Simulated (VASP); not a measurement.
# Bi2Se3 (P4/mmm) in VASP: further runs, part 3 of 3

VASP 6.6.1. Earlier steps stand in the parts before.

### Step 5. Single point, PBE

This run uses another cell than the first one, of 37.26 Å³/atom.

The input, INCAR:

```
  PREC = Accurate
  ENCUT = 520
  EDIFF = 1E-7
  ISMEAR = 0
  SIGMA = 0.1
  LREAL = False
  LASPH = True
  NELM = 80
  ALGO = Normal
  ISIF = 2
  LWAVE = False
  LCHARG = False
  GGA = PE
  NBANDS = 32
```

The input, KPOINTS:

```
regular mesh
0
Gamma
  10 10 4
```

The input, POSCAR:

```
Bi2Se3
1.0
    4.1578500140      0.0000000000      0.0000000000
    0.0000000000      4.1578500140      0.0000000000
    0.0000000000      0.0000000000     10.7758329613
Bi Se
2 3
Direct
    0.0000000000      0.0000000000      0.0000000000
    0.5000000000      0.5000000000      0.5000000000
    0.0000000000      0.0000000000      0.5000000000
    0.0000000000      0.0000000000      0.7579448750
    0.0000000000      0.0000000000      0.2420551250
```

Started as:

```
$ cat potpaw_PBE.64/Bi_d/POTCAR potpaw_PBE.64/Se/POTCAR > POTCAR
$ mpirun -np 1 vasp_std > vasp.out
```

It took 3.9 min on 1 thread of Intel Xeon 6975P-C (Granite Rapids), shared host; peak memory 0.47 GiB.

The run converged. Its results:

* Free energy: -16.2377 eV
* Pressure: 0.0 GPa
* Largest force: 0.004 eV/Å
* Band gap on the k mesh: zero (bands 24 and 25 overlap by 0.46 eV)

Forces in eV/Å, atoms in the order of the input:
```
Bi   0.000  0.000  0.000
Bi   0.000  0.000  0.000
Se   0.000  0.000  0.000
Se   0.000  0.000 -0.004
Se   0.000  0.000  0.004
```

Levels at points of the mesh, in eV from the Fermi level:
```tsv
k point	band 20	band 21	band 22	band 23	band 24	band 25	band 26	band 27	band 28	band 29
(0.00, 0.00, 0.00)	-0.75	-0.75	-0.44	-0.44	-0.36	0.74	2.06	2.06	3.66	3.83
(0.50, 0.00, 0.00)	-1.59	-0.61	-0.47	-0.36	-0.26	-0.17	-0.14	0.05	0.23	2.43
(0.50, 0.50, 0.00)	-2.31	-1.68	-1.68	-0.17	-0.12	0.05	0.20	0.20	4.10	4.96
(0.00, 0.00, 0.50)	-0.92	-0.92	-0.20	-0.20	0.23	1.94	1.94	2.28	3.67	3.83
(0.50, 0.00, 0.50)	-2.09	-1.32	-1.20	-0.69	-0.60	0.02	0.05	0.85	2.32	2.42
(0.50, 0.50, 0.50)	-2.46	-2.46	-1.35	-1.35	-0.13	-0.08	-0.08	2.55	4.30	5.01
```

Caveat: spin-orbit coupling is left out, which moves the levels of the heavy elements.

### Step 6. Overview

```csv
task,cell,k mesh,cutoff (eV),gap on the mesh (eV),pressure (GPa),largest force (eV/Å)
single point,"a = 4.089, b = 4.089, c = 8.378 Å, 5 atoms, atomic positions A",4 × 4 × 2,520,none,45.1,15.12
single point,"a = 4.147, b = 4.147, c = 11.021 Å, 5 atoms, atomic positions A",4 × 4 × 2,520,none,0.0,0.03
relaxation of cell and atoms,"relaxed from a = 4.089, b = 4.089, c = 8.378 Å, 5 atoms, atomic positions A",4 × 4 × 2,600,none,0.0,0.02
single point,"a = 4.158, b = 4.158, c = 10.776 Å, 5 atoms, atomic positions B",10 × 10 × 4,520,none,0.0,-
```

Alike in all rows: level PBE; potentials or basis VASP PAW PBE potentials, release 64 (Bi_d, Se); no spin polarisation; smearing gaussian 0.1 eV.

Caveats: some runs use coarse meshes; spin-orbit coupling is left out, which moves the levels of the heavy elements; forces of over 1 eV/Å act on the atoms, so gaps and moduli don't describe the material at rest (at least some runs); the volume moved by over 15 % at a fixed basis, so the end points are rough (at least some runs).

Absolute energies hang on the potentials; compare differences alone.
